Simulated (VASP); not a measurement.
# Hg (P6/mmm) in VASP: notebook

The runs below take Hg through single point, with r2SCAN+D4.

All numbers are computed with VASP 6.6.1; they aren't measurements. Logs are shortened: lines on timing, memory, paths and dates and some standing lists are left out, and cuts for length are marked.

**1. The cell of the first run**

It takes space group P6/mmm (No. 191, hexagonal). The conventional cell has a = 5.467 Å, b = 5.467 Å, c = 3.185 Å, α = 90.00°, β = 90.00°, γ = 120.00°. Hg (site symmetry -6m2) has 11 Hg at 3.16 to 3.54 Å within 4.2 Å. Within 4.2 Å of Hg (site symmetry 6/mmm) lie 14 Hg at 3.19 to 3.54 Å.

**2. Single point, r2SCAN+D4**

POSCAR

```
Hg
1.0
    5.4666960000      0.0000000000      0.0000000000
   -2.7333480000      4.7342980000      0.0000000000
    0.0000000000      0.0000000000      3.1852180000
Hg
3
Direct
    0.3333333333      0.6666666667      0.5000000000
    0.6666666667      0.3333333333      0.5000000000
    0.0000000000      0.0000000000      0.0000000000
```

INCAR.step1

```
SYSTEM = Hg
PREC     = Accurate       ! precision mode
ENCUT    = 520            ! plane-wave cutoff, eV
ISMEAR   = 0              ! smearing method
SIGMA    = 0.5            ! smearing width, eV
LREAL    = .FALSE.        ! projectors in reciprocal space
LASPH    = .TRUE.         ! aspherical terms in the spheres
NELM     = 100            ! most SCF steps
NBANDS   = 25             ! bands
GGA      = PE             ! functional
ALGO     = Normal         ! electronic algorithm
EDIFF    = 1E-4           ! SCF threshold, eV
LWAVE    = .TRUE.         ! write WAVECAR
LCHARG   = .FALSE.        ! write CHGCAR
```

INCAR.step2

```
SYSTEM = Hg
PREC     = Accurate       ! precision mode
ENCUT    = 520            ! plane-wave cutoff, eV
EDIFF    = 1E-7           ! SCF threshold, eV
ISMEAR   = 0              ! smearing method
SIGMA    = 0.5            ! smearing width, eV
LREAL    = .FALSE.        ! projectors in reciprocal space
LASPH    = .TRUE.         ! aspherical terms in the spheres
NELM     = 100            ! most SCF steps
ALGO     = Normal         ! electronic algorithm
ISIF     = 2              ! what is computed and relaxed
LWAVE    = .FALSE.        ! write WAVECAR
LCHARG   = .TRUE.         ! write CHGCAR
METAGGA  = R2SCAN         ! meta-GGA
LMIXTAU  = .TRUE.       
IVDW     = 13             ! dispersion correction
VDW_S6   = 1.0          
VDW_S8   = 0.6018749    
VDW_A1   = 0.51559235   
VDW_A2   = 5.77342911   
LELF     = .TRUE.         ! ELF
LVHAR    = .TRUE.       
NBANDS   = 25             ! bands
ISTART   = 1
```

KPOINTS

```
regular mesh
0
G
  6 6 9
  0 0 0
```

Potentials or basis: VASP PAW PBE potentials, release 64 (Hg).

Started as:

```
$ cat potpaw_PBE.64/Hg/POTCAR > POTCAR
$ cp INCAR.step1 INCAR
$ mpirun -np 1 vasp_std > vasp.out
$ cp INCAR.step2 INCAR
$ mpirun -np 1 vasp_std > vasp.out
```

OUTCAR:

```text
SYSTEM = Hg
   PREC = Accurate
   ENCUT = 520
   EDIFF = 1E-7
   ISMEAR = 0
   LREAL = .FALSE.
   LASPH = .TRUE.
   NELM = 100
   ISIF = 2
   METAGGA = R2SCAN
   IVDW = 13
   ISTART = 1

 ion  position               nearest neighbor table
   1  0.333  0.667  0.500-   2 3.16   2 3.16   2 3.16   3 3.54   3 3.54   3 3.54   3 3.54   3 3.54
                             3 3.54
   2  0.667  0.333  0.500-   1 3.16   1 3.16   1 3.16   3 3.54   3 3.54   3 3.54   3 3.54   3 3.54
                             3 3.54
   3  0.000  0.000  0.000-   1 3.54   2 3.54   1 3.54   2 3.54   2 3.54   2 3.54   1 3.54   1 3.54
                             2 3.54   2 3.54   1 3.54   1 3.54

  LATTYP: Found a hexagonal cell.
 ALAT       =     5.4666960000
 C/A-ratio  =     0.5826587028

  Lattice vectors:

 A1 = (   5.4666960000,   0.0000000000,   0.0000000000)
 A2 = (  -2.7333480000,   4.7342980000,   0.0000000000)
 A3 = (   0.0000000000,   0.0000000000,   3.1852180000)

Analysis of symmetry for initial positions (statically):
=====================================================================
 Subroutine PRICEL returns:
 Original cell was already a primitive cell.

 Routine SETGRP: Setting up the symmetry group for a
 hexagonal supercell.

 Subroutine GETGRP returns: Found 24 space group operations
 (whereof 24 operations were pure point group operations)
 out of a pool of 24 trial point group operations.

The static configuration has the point symmetry D_6h.

Analysis of symmetry for dynamics (positions and initial velocities):
=====================================================================
 Subroutine PRICEL returns:
 Original cell was already a primitive cell.

 Routine SETGRP: Setting up the symmetry group for a
 hexagonal supercell.

 Subroutine GETGRP returns: Found 24 space group operations
 (whereof 24 operations were pure point group operations)
 out of a pool of 24 trial point group operations.

The dynamic configuration has the point symmetry D_6h.

 Subroutine INISYM returns: Found 24 space group operations
 (whereof 24 operations are pure point group operations),
 and found     1 'primitive' translations

----------------------------------------------------------------------------------------

                                     Primitive cell

  volume of cell :      82.4365

  direct lattice vectors                    reciprocal lattice vectors
     5.466696000  0.000000000  0.000000000     0.182925848  0.105612279  0.000000000
    -2.733348000  4.734298000  0.000000000     0.000000000  0.211224557  0.000000000
     0.000000000  0.000000000  3.185218000     0.000000000  0.000000000  0.313950254

  length of vectors
     5.466696000  5.466696337  3.185218000     0.211224570  0.211224557  0.313950254

  position of ions in fractional coordinates (direct lattice)
     0.333333333  0.666666667  0.500000000
     0.666666667  0.333333333  0.500000000
     0.000000000  0.000000000  0.000000000

  ion indices of the primitive-cell ions
   primitive index   ion index
                 1           1
                 2           2
                 3           3

----------------------------------------------------------------------------------------

 KPOINTS: regular mesh

Automatic generation of k-mesh.
 Grid dimensions read from file:
 generate k-points for:    6    6    9

 Generating k-lattice:

  Cartesian coordinates                     Fractional coordinates (reciprocal lattice)
     0.030487641  0.017602046  0.000000000     0.166666667  0.000000000  0.000000000
     0.000000000  0.035204093  0.000000000     0.000000000  0.166666667  0.000000000
     0.000000000  0.000000000  0.034883362     0.000000000  0.000000000  0.111111111

  Length of vectors
     0.035204095  0.035204093  0.034883362

  Shift w.r.t. Gamma in fractional coordinates (k-lattice)
     0.000000000  0.000000000  0.000000000

 Subroutine IBZKPT returns following result:
 ===========================================

 Found     35 irreducible k-points:

 Following reciprocal coordinates:
            Coordinates               Weight
  0.000000  0.000000  0.000000      1.000000
  0.166667  0.000000  0.000000      6.000000
  0.333333  0.000000  0.000000      6.000000
  0.500000  0.000000  0.000000      3.000000
  0.166667  0.166667  0.000000      6.000000
  0.333333  0.166667  0.000000     12.000000
[... 16 lines left out ...]
  0.166667  0.000000  0.333333     12.000000
  0.333333  0.000000  0.333333     12.000000
 [... further k-points ...]
   k-points           NKPTS =     35   k-points in BZ     NKDIM =     35   number of bands    NBANDS=     25
   number of dos      NEDOS =    301   number of ions     NIONS =      3
   total plane-waves  NPLWV =  42336
   dimension x,y,z NGX =    42 NGY =   42 NGZ =   24
   dimension x,y,z NGXF=    84 NGYF=   84 NGZF=   48
   ions per type =               3
   NGX,Y,Z   is equivalent  to a cutoff of  12.77, 12.77, 12.53 a.u.
   NGXF,Y,Z  is equivalent  to a cutoff of  25.54, 25.54, 25.05 a.u.
 SYSTEM =  Hg
   PREC   = accura    normal or accurate (medium, high low for compatibility)
   ISTART =      1    job   : 0-new  1-cont  2-samecut
   ICHARG =      0    charge: 1-file 2-atom 10-const
   ISPIN  =      1    spin polarized calculation?
   LNONCOLLINEAR =      F non collinear calculations
   LSORBIT =      F    spin-orbit coupling
   LASPH  =      T    aspherical Exc in radial PAW
   ENCUT  =  520.0 eV  38.22 Ry    6.18 a.u.  10.16 10.16  5.92*2*pi/ulx,y,z
   NELM   =    100;   NELMIN=  2; NELMDL=  0     # of ELM steps
   EDIFF  = 0.1E-06   stopping-criterion for ELM
   LREAL  =      F    real-space projection
   EDIFFG = 0.1E-05   stopping-criterion for IOM
   NSW    =      0    number of steps for IOM
   IBRION =     -1    ionic relax: 0-MD 1-quasi-New 2-CG
   NFREE  =      0    steps in history (QN), initial steepest desc. (CG)
   ISIF   =      2    stress and relaxation
   ISYM   =      2    0-nonsym 1-usesym 2-fastsym
   POTIM  = 0.5000    time-step for ionic-motion
   TEBEG  =    0.0;   TEEND  =   0.0 temperature during run
   PSTRESS=    0.0 pullay stress
   NELECT =      36.0000    total number of electrons
   NUPDOWN=      -1.0000    fix difference up-down
   EMIN   =  10.00;   EMAX   =-10.00  energy-range for DOS
   EFERMI =   0.00;   METHOD = LEGACY
   ISMEAR =     0;   SIGMA  =   0.50  broadening in eV -4-tet -1-fermi 0-gaus
   EFERMI_NEDOS =   21; number of points for ismear=-14 and -15
   IALGO  =     38    algorithm
   IMIX   =      4    mixing-type and parameters
     AMIX     =   0.40;   BMIX     =  1.00
     AMIX_MAG =   1.60;   BMIX_MAG =  1.00
  volume/ion in A,a.u.               =      27.48       185.44
  Fermi-wavevector in a.u.,A,eV,Ry     =   1.242041  2.347116 20.989228  1.542665
  Thomas-Fermi vector in A             =   2.376412
   LORBIT       =      0    0 simple, 1 ext, 2 COOP (PROOUT), +10 PAW based schemes
   METAGGA = R2SCAN    functional components
   LHFCALC =     F    Hartree Fock is set to
   AEXX    =    0.0000 exact exchange contribution
   IVDW    =    13    specifies the selected vdW correction
   LEPSILON=     F    determine dielectric tensor
   LRPA    =     F    only Hartree local field effects (RPA)
 non-spin polarized calculation
 Gauss-broadening in eV      SIGMA  =   0.50
  energy-cutoff  :      520.00
  volume of cell :       82.44
 maximum number of plane-waves:      2244
 NGX is ok and might be reduce to    42
   NGX = 21   NGY = 21   NGZ = 11

 number of electron      36.0000004 magnetization

 Free energy of the ion-electron system (eV)
  ---------------------------------------------------
  ext. energy  EPLUGINS =         0.00000000
  ---------------------------------------------------
  free energy    TOTEN  =      -148.12548175 eV

  energy without entropy =     -148.06898288  energy(sigma->0) =     -148.09723232

 E-fermi :   1.5128     XC(G=0): -10.5600

 val. band max:        1.4586768633   @ k =   0.3333   0.0000   0.1111
 cond. band min:       1.8148725469   @ k =   0.0000   0.0000   0.3333
 fundamental gap:      0.3561956836
 Fermi energy:         1.5127875514

 k-point     1 :       0.0000    0.0000    0.0000
  band No.  band energies     occupation
      1      -6.5833      2.00000
      2      -6.2146      2.00000
      3      -5.8271      2.00000
      4      -5.6467      2.00000
      5      -5.4528      2.00000
      6      -5.4528      2.00000
[... 17 lines left out ...]
     24      15.0167      0.00000
     25      15.5872      0.00000

 k-point     2 :       0.1667    0.0000    0.0000
  band No.  band energies     occupation
      1      -6.3764      2.00000
      2      -6.1830      2.00000
      3      -5.8571      2.00000
      4      -5.7211      2.00000
      5      -5.5900      2.00000
      6      -5.5878      2.00000
[... 17 lines left out ...]
     24      13.5714      0.00000
     25      14.3766      0.00000

 k-point     3 :       0.3333    0.0000    0.0000
  band No.  band energies     occupation
      1      -6.1046      2.00000
      2      -6.0280      2.00000
      3      -5.9362      2.00000
      4      -5.8565      2.00000
      5      -5.7030      2.00000
      6      -5.5745      2.00000
[... 17 lines left out ...]
     24      11.4246      0.00000
     25      11.9790      0.00000

 k-point     4 :       0.5000    0.0000    0.0000
  band No.  band energies     occupation
      1      -6.1196      2.00000
      2      -6.0271      2.00000
      3      -5.9741      2.00000
      4      -5.8024      2.00000
      5      -5.7377      2.00000
      6      -5.3938      2.00000
[... 17 lines left out ...]
     24      10.4566      0.00000
     25      12.7593      0.00000
[... 477 lines left out ...]
 k-point    22 :       0.0000    0.0000    0.3333
  band No.  band energies     occupation
      1      -5.8375      2.00000
      2      -5.8375      2.00000
      3      -5.7567      2.00000
      4      -5.6580      2.00000
      5      -5.6580      2.00000
      6      -5.3676      2.00000
[... 17 lines left out ...]
     24       8.5896      0.00000
     25       8.6083      0.00000

 k-point    23 :       0.1667    0.0000    0.3333
  band No.  band energies     occupation
      1      -5.9164      2.00000
      2      -5.8239      2.00000
      3      -5.7688      2.00000
      4      -5.6737      2.00000
      5      -5.5274      2.00000
      6      -5.3362      2.00000
[... 17 lines left out ...]
     24       8.1500      0.00000
     25       8.2653      0.00000

 k-point    24 :       0.3333    0.0000    0.3333
  band No.  band energies     occupation
      1      -5.9236      2.00000
      2      -5.8004      2.00000
      3      -5.7127      2.00000
      4      -5.6795      2.00000
      5      -5.6221      2.00000
      6      -5.3656      2.00000
[... 17 lines left out ...]
     24       8.1686      0.00000
     25      10.5895      0.00000

 [... further k-points ...]

------------------------ aborting loop because EDIFF is reached ----------------------------------------

  DFT-D4 for vdW energy calculation

  Edisp (eV):   -0.40027

  FORCE on cell =-STRESS in cart. coord.  units (eV):
  Direction    XX          YY          ZZ          XY          YZ          ZX
  --------------------------------------------------------------------------------------
  -------------------------------------------------------------------------------------
  Total      -0.50296    -0.50296    -0.49295    -0.00000    -0.00000     0.00000
  in kB      -9.77519    -9.77519    -9.58067    -0.00000    -0.00000     0.00000
  external pressure =       -9.71 kB  Pullay stress =        0.00 kB

 VOLUME and BASIS-vectors are now :
 -----------------------------------------------------------------------------
  energy-cutoff  :      520.00
  volume of cell :       82.44
      direct lattice vectors                 reciprocal lattice vectors
     5.466696000  0.000000000  0.000000000     0.182925848  0.105612279  0.000000000
    -2.733348000  4.734298000  0.000000000     0.000000000  0.211224557  0.000000000
     0.000000000  0.000000000  3.185218000     0.000000000  0.000000000  0.313950254

 POSITION                                       TOTAL-FORCE (eV/Angst)
 -----------------------------------------------------------------------------------
     -0.00000      3.15620      1.59261         0.000000     -0.000000     -0.000000
      2.73335      1.57810      1.59261        -0.000000     -0.000000      0.000000
      0.00000      0.00000      0.00000         0.000000      0.000000     -0.000000
 -----------------------------------------------------------------------------------
    total drift:                               -0.000000      0.000000     -0.000000

  FREE ENERGIE OF THE ION-ELECTRON SYSTEM (eV)
  ---------------------------------------------------
  free  energy   TOTEN  =      -148.5257511209 eV

  energy  without entropy=     -148.4692522550  energy(sigma->0) =     -148.49750169
```

Wall time 7.9 min (1 thread of AMD EPYC 7R43 (Zen 3), shared host); peak memory 0.19 GiB.

What came out:

- Free energy: -148.5258 eV
- Pressure: -1.0 GPa
- Band gap on the k mesh: zero (band 18 reaches 3.16 eV, above the bottom of band 19 at 0.77 eV)
- Dispersion energy per atom: -0.133 eV

Caveat: the PAW data sets were made with another functional, which shifts forces and pressure a little; spin-orbit coupling is left out, which moves the levels of the heavy elements; pairwise dispersion overbinds metals, which lowers pressure and volume.

**3. Single point, r2SCAN+D4**

POSCAR is that of step 2.

INCAR.step1

```
PREC = Accurate
ENCUT = 520
ISMEAR = 0
SIGMA = 0.3
LREAL = False
LASPH = True
NELM = 80
NBANDS = 25
GGA = PE
ALGO = Normal
EDIFF = 1E-4
LWAVE = True
LCHARG = False
```

INCAR.step2

```
PREC = Accurate
ENCUT = 520
EDIFF = 1E-7
ISMEAR = 0
SIGMA = 0.3
LREAL = False
LASPH = True
NELM = 80
ALGO = Normal
ISIF = 2
LWAVE = False
LCHARG = True
METAGGA = R2SCAN
LMIXTAU = True
IVDW = 13
VDW_S6 = 1.0
VDW_S8 = 0.6018749
VDW_A1 = 0.51559235
VDW_A2 = 5.77342911
LELF = True
LVHAR = True
NBANDS = 25
ISTART = 1
```

KPOINTS

```
regular mesh
0
Gamma
  6 6 9
```

Potentials or basis: VASP PAW PBE potentials, release 64 (Hg).

Started as:

```
$ cat potpaw_PBE.64/Hg/POTCAR > POTCAR
$ cp INCAR.step1 INCAR
$ mpirun -np 1 vasp_std > vasp.out
$ cp INCAR.step2 INCAR
$ mpirun -np 1 vasp_std > vasp.out
```

Wall time 7.7 min (1 thread of AMD EPYC 7R43 (Zen 3), shared host); peak memory 0.2 GiB.

It converged, with:

- Free energy: -148.5095 eV
- Pressure: -0.9 GPa
- Band gap on the k mesh: zero (band 18 reaches 3.16 eV, above the bottom of band 19 at 0.77 eV)
- Dispersion energy per atom: -0.133 eV

Levels at points of the mesh, in eV from the Fermi level:
```tsv
k point	band 14	band 15	band 16	band 17	band 18	band 19	band 20	band 21	band 22	band 23
(0.00, 0.00, 0.00)	-6.42	-6.00	-6.00	-1.48	-1.11	2.04	2.04	2.13	2.13	8.75
(0.50, 0.00, 0.00)	-6.08	-5.98	-5.53	-5.39	-1.90	-0.72	5.94	5.95	8.07	8.11
```

Caveat: the PAW data sets were made with another functional, which shifts forces and pressure a little; spin-orbit coupling is left out, which moves the levels of the heavy elements; pairwise dispersion overbinds metals, which lowers pressure and volume.
